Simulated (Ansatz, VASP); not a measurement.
**One calculation of V, two programs**

The input INCAR:

```
PREC = Accurate
ENCUT = 520
EDIFF = 1E-7
ISMEAR = 1
SIGMA = 1.0
LREAL = F
LASPH = T
NELM = 80
ALGO = Normal
ISIF = 2
LWAVE = F
LCHARG = T
GGA = PE
LELF = T
LVHAR = T
NBANDS = 12
```

KPOINTS

```
Automatic mesh
0
Gamma
  15 15 15
```

File POSCAR:

```
V
1.0
   -1.4991761207      1.4991761207      1.4991761207
    1.4991761207     -1.4991761207      1.4991761207
    1.4991761207      1.4991761207     -1.4991761207
V
1
Direct
    0.0000000000      0.0000000000      0.0000000000
```

Input for Ansatz:

```yaml
crystal:
  lattice:
    - [-1.4991761207, 1.4991761207, 1.4991761207]
    - [1.4991761207, -1.4991761207, 1.4991761207]
    - [1.4991761207, 1.4991761207, -1.4991761207]
  atoms:
    - { symbol: V, position: [0.0, 0.0, 0.0] }
hamiltonian:
  xc: pbe
  pseudopotentials:
    kind: paw
    azcp:
      V: "pseudopotentials/V.paw.azcp"
basis:
  ecutwfc: 420
  fft_grid_basis: typed
kpoints:
  mp_grid: { grid: [15, 15, 15], shift: [0, 0, 0] }
magnetization:
  spin_polarized: false
scf:
  occupations: { method: methfessel_paxton, width: 1.0 }
  lower_state_search: "off"
output:
  stress: true
```

Alike in both runs: task single point; functional PBE; k mesh 15 × 15 × 15; occupations methfessel-paxton of order 1, width 1 eV; no spin polarisation.

```csv
,VASP,Ansatz
version,VASP 6.6.1,Ansatz 0.2.0
potentials or method,"VASP PAW PBE potentials, release 64 (V_sv), cutoff 520 eV","plane waves (420 eV) with PAW, scalar-relativistic"
valence electrons in the cell,13,13
```

VASP gave:

- pressure (GPa): 0.0

**Question.** Estimate Ansatz's values.

**Answer.** Pressure (GPa): -0.2.
